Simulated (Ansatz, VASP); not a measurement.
## One calculation of Ge, two programs

```
CELL_PARAMETERS angstrom
0.00000 2.83687 2.83687
2.84822 0.00000 2.83687
2.84822 2.83687 0.00000
ATOMIC_POSITIONS crystal
Ge 0.00000 0.00000 0.00000
Ge 0.25000 0.25000 0.25000
```

Change from the starting cell: uniaxial_x strain +0.4%.

Alike in both runs: task single point; functional r2SCAN; k mesh 8 × 8 × 8; occupations fermi-dirac, width 0.02 eV; no spin polarisation.

|  | VASP | Ansatz |
| --- | --- | --- |
| version | VASP 6.6.1 | Ansatz 0.2.0 |
| potentials or method | VASP PAW PBE potentials, release 64 (Ge_d) | plane waves, PAW |
| plane-wave cutoff (eV) | 520 | 500 |
| valence electrons in the cell | 28 | 28 |

```tsv
	VASP	Ansatz	Ansatz less VASP
pressure (GPa)	-0.2	-0.3	-0.05
traceless stress, the component that is largest in VASP (GPa)	-0.22	-0.22	-0.001
```

VASP's potentials were made for PBE, not for r2SCAN.
